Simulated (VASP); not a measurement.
Ca: single point with revPBE

The system is Ca.

```
Ca
1.0
     3.49252    0.00000    0.00000
     0.00000    3.49252    0.00000
     0.00000    0.00000    3.49252
Ca
1
Direct
  0.00000 0.00000 0.00000
```

This cell differs from its parent crystal: volume scaled by 0.92.

```yaml
Program: VASP 6.6.1
Task: single point
Functional: revPBE
Potentials_or_basis: VASP PAW PBE potentials, release 64 (Ca_sv)
Cutoff: 520 eV
k_mesh: 10 × 10 × 10
Occupations: fermi-dirac, width 0.1 eV
Spin: no spin polarisation
```

```json
{
 "Pressure": "0.8 GPa",
 "Band gap on the k mesh": "zero (band 5 reaches 2.62 eV, above the bottom of band 6 at 1.40 eV)"
}
```

Levels at points of the mesh, in eV from the Fermi level:
```tsv
k point	band 2	band 3	band 4	band 5	band 6	band 7	band 8	band 9
(0.00, 0.00, 0.00)	-23.15	-23.15	-23.15	-3.88	0.85	0.85	4.12	4.12
(0.50, 0.00, 0.00)	-23.37	-23.14	-23.14	-1.17	-0.55	1.36	2.89	2.89
(0.50, 0.50, 0.00)	-23.34	-23.34	-23.12	-0.42	0.96	2.37	2.37	3.19
(0.50, 0.50, 0.50)	-23.32	-23.32	-23.32	0.67	0.67	0.67	4.88	4.88
```

Run time: 20 s on 1 thread of AMD EPYC 9R45 (Zen 5), with other jobs on the host, peak memory 0.13 GiB.

Caveat: the PAW data sets were made with another functional, which shifts forces and pressure a little.
